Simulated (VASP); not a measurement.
# AlGa3Sb4 (P-4m2) in VASP: further runs

The runs below take AlGa3Sb4 through single point, with PBE.

Everything below comes from runs of VASP 6.6.1. Logs are shortened: lines on timing, memory, paths and dates and some standing lists are left out, and cuts for length are marked.

**1. The cell of the first run**

It takes space group P-4m2 (No. 115, tetragonal). Conventional cell: a = 4.398 Å, b = 4.398 Å, c = 12.421 Å, α = 90.00°, β = 90.00°, γ = 90.00°. Al (site symmetry -4m2) has 4 Sb at 2.69 Å within 3.6 Å. Ga (site symmetry -4m2) has 4 Sb at 2.69 Å within 3.5 Å. Within 3.5 Å of Ga (site symmetry 2mm) lie 4 Sb at 2.69 Å. Within 3.5 Å of Sb (site symmetry 2mm) lie 4 Ga at 2.69 Å. Within 3.6 Å of Sb (site symmetry 2mm) lie 2 Al at 2.69 Å and 2 Ga at 2.69 Å.

**2. Single point, PBE**

INCAR

```
PREC = Accurate ; ENCUT = 500
EDIFF = 1E-6 ; ISMEAR = 0
SIGMA = 0.1 ; LREAL = False
LASPH = True ; NELM = 120
ALGO = Normal ; ISIF = 2
LWAVE = False ; LCHARG = False
GGA = PE ; NBANDS = 41
GGA_COMPAT = False
```

KPOINTS

```
Automatic mesh
0
Gamma
  4 4 2
```

POSCAR

```
AlGa3Sb4
1.0
    4.3982797000      0.0000000000      0.0000000000
    0.0000000000      4.3982797000      0.0000000000
    0.0000000000      0.0000000000     12.4213562000
Al Ga Sb
1 3 4
Direct
    0.0000000000      0.0000000000      0.5000000000
    0.0000000000      0.0000000000      0.0000000000
    0.5000000000      0.5000000000      0.2495650000
    0.5000000000      0.5000000000      0.7504350000
    0.5000000000      0.0000000000      0.1248070000
    0.0000000000      0.5000000000      0.3747940000
    0.5000000000      0.0000000000      0.6252060000
    0.0000000000      0.5000000000      0.8751930000
```

Potentials or basis: VASP PAW PBE potentials, release 64 (Al, Ga_d, Sb).

Launch:

```sh
> cat potpaw_PBE.64/Al/POTCAR potpaw_PBE.64/Ga_d/POTCAR potpaw_PBE.64/Sb/POTCAR > POTCAR
> mpirun -np 1 vasp_std > vasp.out
```

OUTCAR:

```text
PREC = Accurate
   ENCUT = 500
   EDIFF = 1E-6
   ISMEAR = 0
   LREAL = False
   LASPH = True
   NELM = 120
   ISIF = 2
   GGA = PE

 ion  position               nearest neighbor table
   1  0.000  0.000  0.500-   6 2.69   7 2.69   6 2.69   7 2.69
   2  0.000  0.000  0.000-   5 2.69   8 2.69   8 2.69   5 2.69
   3  0.500  0.500  0.250-   5 2.69   5 2.69   6 2.69   6 2.69
   4  0.500  0.500  0.750-   8 2.69   8 2.69   7 2.69   7 2.69
   5  0.500  0.000  0.125-   3 2.69   3 2.69   2 2.69   2 2.69
   6  0.000  0.500  0.375-   1 2.69   1 2.69   3 2.69   3 2.69
   7  0.500  0.000  0.625-   1 2.69   1 2.69   4 2.69   4 2.69
   8  0.000  0.500  0.875-   4 2.69   4 2.69   2 2.69   2 2.69

  LATTYP: Found a simple tetragonal cell.
 ALAT       =     4.3982797000
 C/A-ratio  =     2.8241396744

  Lattice vectors:

 A1 = (   4.3982797000,   0.0000000000,   0.0000000000)
 A2 = (   0.0000000000,   4.3982797000,   0.0000000000)
 A3 = (   0.0000000000,   0.0000000000,  12.4213562000)

Analysis of symmetry for initial positions (statically):
=====================================================================
 Subroutine PRICEL returns:
 Original cell was already a primitive cell.

 Routine SETGRP: Setting up the symmetry group for a
 simple tetragonal supercell.

 Subroutine GETGRP returns: Found  8 space group operations
 (whereof  8 operations were pure point group operations)
 out of a pool of 16 trial point group operations.

The static configuration has the point symmetry D_2d.

Analysis of symmetry for dynamics (positions and initial velocities):
=====================================================================
 Subroutine PRICEL returns:
 Original cell was already a primitive cell.

 Routine SETGRP: Setting up the symmetry group for a
 simple tetragonal supercell.

 Subroutine GETGRP returns: Found  8 space group operations
 (whereof  8 operations were pure point group operations)
 out of a pool of 16 trial point group operations.

The dynamic configuration has the point symmetry D_2d.

 Subroutine INISYM returns: Found  8 space group operations
 (whereof  8 operations are pure point group operations),
 and found     1 'primitive' translations

----------------------------------------------------------------------------------------

                                     Primitive cell

  volume of cell :     240.2895

  direct lattice vectors                    reciprocal lattice vectors
     4.398279700  0.000000000  0.000000000     0.227361620  0.000000000  0.000000000
     0.000000000  4.398279700  0.000000000     0.000000000  0.227361620  0.000000000
     0.000000000  0.000000000 12.421356200     0.000000000  0.000000000  0.080506507

  length of vectors
     4.398279700  4.398279700 12.421356200     0.227361620  0.227361620  0.080506507

  position of ions in fractional coordinates (direct lattice)
     0.000000000  0.000000000  0.500000000
     0.000000000  0.000000000  0.000000000
     0.500000000  0.500000000  0.249565000
     0.500000000  0.500000000  0.750435000
     0.500000000  0.000000000  0.124807000
     0.000000000  0.500000000  0.374794000
     0.500000000  0.000000000  0.625206000
     0.000000000  0.500000000  0.875193000

  ion indices of the primitive-cell ions
   primitive index   ion index
                 1           1
                 2           2
                 3           3
                 4           4
                 5           5
                 6           6
                 7           7
                 8           8

----------------------------------------------------------------------------------------

 KPOINTS: Automatic mesh

Automatic generation of k-mesh.
 Grid dimensions read from file:
 generate k-points for:    4    4    2

 Generating k-lattice:

  Cartesian coordinates                     Fractional coordinates (reciprocal lattice)
     0.056840405  0.000000000  0.000000000     0.250000000  0.000000000  0.000000000
     0.000000000  0.056840405  0.000000000     0.000000000  0.250000000  0.000000000
     0.000000000  0.000000000  0.040253254     0.000000000  0.000000000  0.500000000

  Length of vectors
     0.056840405  0.056840405  0.040253254

  Shift w.r.t. Gamma in fractional coordinates (k-lattice)
     0.000000000  0.000000000  0.000000000

 Subroutine IBZKPT returns following result:
 ===========================================

 Found     12 irreducible k-points:

 Following reciprocal coordinates:
            Coordinates               Weight
  0.000000  0.000000  0.000000      1.000000
  0.250000  0.000000  0.000000      4.000000
  0.500000  0.000000  0.000000      2.000000
  0.250000  0.250000  0.000000      4.000000
  0.500000  0.250000  0.000000      4.000000
  0.500000  0.500000  0.000000      1.000000
  0.000000  0.000000  0.500000      1.000000
  0.250000  0.000000  0.500000      4.000000
  0.500000  0.000000  0.500000      2.000000
  0.250000  0.250000  0.500000      4.000000
  0.500000  0.250000  0.500000      4.000000
  0.500000  0.500000  0.500000      1.000000
   k-points           NKPTS =     12   k-points in BZ     NKDIM =     12   number of bands    NBANDS=     41
   number of dos      NEDOS =    301   number of ions     NIONS =      8
   total plane-waves  NPLWV =  98304
   dimension x,y,z NGX =    32 NGY =   32 NGZ =   96
   dimension x,y,z NGXF=    64 NGYF=   64 NGZF=  192
   ions per type =               1   3   4
   NGX,Y,Z   is equivalent  to a cutoff of  12.10, 12.10, 12.85 a.u.
   NGXF,Y,Z  is equivalent  to a cutoff of  24.19, 24.19, 25.70 a.u.
 SYSTEM =  unknown system
   PREC   = accura    normal or accurate (medium, high low for compatibility)
   ISTART =      0    job   : 0-new  1-cont  2-samecut
   ICHARG =      2    charge: 1-file 2-atom 10-const
   ISPIN  =      1    spin polarized calculation?
   LNONCOLLINEAR =      F non collinear calculations
   LSORBIT =      F    spin-orbit coupling
   LASPH  =      T    aspherical Exc in radial PAW
   ENCUT  =  500.0 eV  36.75 Ry    6.06 a.u.   8.02  8.02 22.65*2*pi/ulx,y,z
   NELM   =    120;   NELMIN=  2; NELMDL= -5     # of ELM steps
   EDIFF  = 0.1E-05   stopping-criterion for ELM
   LREAL  =      F    real-space projection
   EDIFFG = 0.1E-04   stopping-criterion for IOM
   NSW    =      0    number of steps for IOM
   IBRION =     -1    ionic relax: 0-MD 1-quasi-New 2-CG
   NFREE  =      0    steps in history (QN), initial steepest desc. (CG)
   ISIF   =      2    stress and relaxation
   ISYM   =      2    0-nonsym 1-usesym 2-fastsym
   POTIM  = 0.5000    time-step for ionic-motion
   TEBEG  =    0.0;   TEEND  =   0.0 temperature during run
   PSTRESS=    0.0 pullay stress
   NELECT =      62.0000    total number of electrons
   NUPDOWN=      -1.0000    fix difference up-down
   EMIN   =  10.00;   EMAX   =-10.00  energy-range for DOS
   EFERMI =   0.00;   METHOD = LEGACY
   ISMEAR =     0;   SIGMA  =   0.10  broadening in eV -4-tet -1-fermi 0-gaus
   EFERMI_NEDOS =   21; number of points for ismear=-14 and -15
   IALGO  =     38    algorithm
   IMIX   =      4    mixing-type and parameters
     AMIX     =   0.40;   BMIX     =  1.00
     AMIX_MAG =   1.60;   BMIX_MAG =  1.00
  volume/ion in A,a.u.               =      30.04       202.69
  Fermi-wavevector in a.u.,A,eV,Ry     =   1.042223  1.969515 14.779029  1.086228
  Thomas-Fermi vector in A             =   2.176878
   LORBIT       =      0    0 simple, 1 ext, 2 COOP (PROOUT), +10 PAW based schemes
   GGA     = PE    functional components
   LHFCALC =     F    Hartree Fock is set to
   AEXX    =    0.0000 exact exchange contribution
   IVDW    =     0    specifies the selected vdW correction
   LEPSILON=     F    determine dielectric tensor
   LRPA    =     F    only Hartree local field effects (RPA)
 non-spin polarized calculation
 Gauss-broadening in eV      SIGMA  =   0.10
  energy-cutoff  :      500.00
  volume of cell :      240.29
 maximum number of plane-waves:      6136
   NGX = 17   NGY = 17   NGZ = 45

 number of electron      61.9999998 magnetization

 Free energy of the ion-electron system (eV)
  ---------------------------------------------------
  ext. energy  EPLUGINS =         0.00000000
  ---------------------------------------------------
  free energy    TOTEN  =       -30.06866126 eV

  energy without entropy =      -30.06340618  energy(sigma->0) =      -30.06603372

 E-fermi :   4.4781     XC(G=0):  -8.7751

 val. band max:        4.4697219022   @ k =   0.0000   0.0000   0.0000
 cond. band min:       4.7519835502   @ k =   0.5000   0.0000   0.0000
 fundamental gap:      0.2822616480
 Fermi energy:         4.4780745754

 k-point     1 :       0.0000    0.0000    0.0000
  band No.  band energies     occupation
      1     -10.4970      2.00000
      2     -10.4892      2.00000
      3     -10.4683      2.00000
      4     -10.4683      2.00000
      5     -10.4678      2.00000
      6     -10.4648      2.00000
[... 33 lines left out ...]
     40       7.2655      0.00000
     41       7.2663      0.00000

 k-point     2 :       0.2500    0.0000    0.0000
  band No.  band energies     occupation
      1     -10.4939      2.00000
      2     -10.4881      2.00000
      3     -10.4769      2.00000
      4     -10.4707      2.00000
      5     -10.4665      2.00000
      6     -10.4646      2.00000
[... 33 lines left out ...]
     40       8.2811      0.00000
     41       8.9211      0.00000

 k-point     3 :       0.5000    0.0000    0.0000
  band No.  band energies     occupation
      1     -10.4925      2.00000
      2     -10.4880      2.00000
      3     -10.4861      2.00000
      4     -10.4712      2.00000
      5     -10.4649      2.00000
      6     -10.4639      2.00000
[... 33 lines left out ...]
     40       8.9479      0.00000
     41       8.9875      0.00000

 k-point     4 :       0.2500    0.2500    0.0000
  band No.  band energies     occupation
      1     -10.4952      2.00000
      2     -10.4912      2.00000
      3     -10.4797      2.00000
      4     -10.4780      2.00000
      5     -10.4608      2.00000
      6     -10.4607      2.00000
[... 33 lines left out ...]
     40       8.9747      0.00000
     41       9.1087      0.00000

 k-point     5 :       0.5000    0.2500    0.0000
  band No.  band energies     occupation
      1     -10.4981      2.00000
      2     -10.4965      2.00000
      3     -10.4852      2.00000
      4     -10.4782      2.00000
      5     -10.4572      2.00000
      6     -10.4563      2.00000
[... 33 lines left out ...]
     40       9.4712      0.00000
     41       9.6521      0.00000

 k-point     6 :       0.5000    0.5000    0.0000
  band No.  band energies     occupation
      1     -10.5037      2.00000
      2     -10.5037      2.00000
      3     -10.4842      2.00000
      4     -10.4842      2.00000
      5     -10.4501      2.00000
      6     -10.4501      2.00000
[... 33 lines left out ...]
     40       8.8099      0.00000
     41       8.8103      0.00000

 k-point     7 :       0.0000    0.0000    0.5000
  band No.  band energies     occupation
      1     -10.4972      2.00000
      2     -10.4889      2.00000
      3     -10.4683      2.00000
      4     -10.4683      2.00000
      5     -10.4679      2.00000
      6     -10.4647      2.00000
[... 33 lines left out ...]
     40       8.0575      0.00000
     41       8.0874      0.00000

 k-point     8 :       0.2500    0.0000    0.5000
  band No.  band energies     occupation
      1     -10.4941      2.00000
      2     -10.4878      2.00000
      3     -10.4770      2.00000
      4     -10.4707      2.00000
      5     -10.4666      2.00000
      6     -10.4646      2.00000
[... 33 lines left out ...]
     40       8.3007      0.00000
     41       8.3519      0.00000

 k-point     9 :       0.5000    0.0000    0.5000
  band No.  band energies     occupation
      1     -10.4925      2.00000
      2     -10.4880      2.00000
      3     -10.4861      2.00000
      4     -10.4712      2.00000
      5     -10.4649      2.00000
      6     -10.4639      2.00000
[... 33 lines left out ...]
     40       8.3602      0.00000
     41       8.4162      0.00000

 k-point    10 :       0.2500    0.2500    0.5000
  band No.  band energies     occupation
      1     -10.4953      2.00000
      2     -10.4911      2.00000
      3     -10.4795      2.00000
      4     -10.4782      2.00000
      5     -10.4608      2.00000
      6     -10.4607      2.00000
[... 33 lines left out ...]
     40       8.8245      0.00000
     41       8.9033      0.00000

 k-point    11 :       0.5000    0.2500    0.5000
  band No.  band energies     occupation
      1     -10.4982      2.00000
      2     -10.4965      2.00000
      3     -10.4851      2.00000
      4     -10.4782      2.00000
      5     -10.4572      2.00000
      6     -10.4564      2.00000
[... 33 lines left out ...]
     40       9.3924      0.00000
     41       9.4464      0.00000

 k-point    12 :       0.5000    0.5000    0.5000
  band No.  band energies     occupation
      1     -10.5037      2.00000
      2     -10.5037      2.00000
      3     -10.4841      2.00000
      4     -10.4841      2.00000
      5     -10.4502      2.00000
      6     -10.4502      2.00000
[... 33 lines left out ...]
     40      11.0957      0.00000
     41      11.1233      0.00000

------------------------ aborting loop because EDIFF is reached ----------------------------------------

  FORCE on cell =-STRESS in cart. coord.  units (eV):
  Direction    XX          YY          ZZ          XY          YZ          ZX
  --------------------------------------------------------------------------------------
  -------------------------------------------------------------------------------------
  Total        0.7681134      0.7681134     -0.4320746      0.0000000      0.0000000      0.0000000
  in kB        5.1215474      5.1215474     -2.8809430      0.0000000      0.0000000      0.0000000
  external PRESSURE =       2.4540506 kB  Pullay stress =       0.0000000 kB

 VOLUME and BASIS-vectors are now :
 -----------------------------------------------------------------------------
  energy-cutoff  :      500.00
  volume of cell :      240.29
      direct lattice vectors                 reciprocal lattice vectors
     4.398279700  0.000000000  0.000000000     0.227361620  0.000000000  0.000000000
     0.000000000  4.398279700  0.000000000     0.000000000  0.227361620  0.000000000
     0.000000000  0.000000000 12.421356200     0.000000000  0.000000000  0.080506507

 POSITION                                       TOTAL-FORCE (eV/Angst)
 -----------------------------------------------------------------------------------
      0.00000      0.00000      6.21068         0.000000     -0.000000     -0.000000
      0.00000      0.00000      0.00000        -0.000000     -0.000000     -0.000000
      2.19914      2.19914      3.09994         0.000000     -0.000000      0.000195
      2.19914      2.19914      9.32142         0.000000     -0.000000     -0.000195
      2.19914      0.00000      1.55027         0.000000     -0.000000     -0.001741
      0.00000      2.19914      4.65545         0.000000      0.000000     -0.009035
      2.19914      0.00000      7.76591        -0.000000     -0.000000      0.009035
      0.00000      2.19914     10.87108         0.000000     -0.000000      0.001741
 -----------------------------------------------------------------------------------
    total drift:                                0.000000     -0.000000      0.000000

  FREE ENERGIE OF THE ION-ELECTRON SYSTEM (eV)
  ---------------------------------------------------
  free  energy   TOTEN  =       -30.0686612609 eV

  energy  without entropy=      -30.0634061793  energy(sigma->0) =      -30.06603372
```

It took 94 s on 1 thread of AMD EPYC 7R43 (Zen 3), shared host; peak memory 0.31 GiB.

Results:

```
Free energy   : -30.0687 eV
Pressure      : 0.2 GPa
Largest force : 0.009 eV/Å
```

Forces in eV/Å, atoms in the order of the input:
```
Al   0.000  0.000  0.000
Ga   0.000  0.000  0.000
Ga   0.000  0.000  0.000
Ga   0.000  0.000  0.000
Sb   0.000  0.000 -0.002
Sb   0.000  0.000 -0.009
Sb   0.000  0.000  0.009
Sb   0.000  0.000  0.002
```

Caveat: spin-orbit coupling is left out, which moves the levels of the heavy elements.

(Continued in part 2 of 2.)
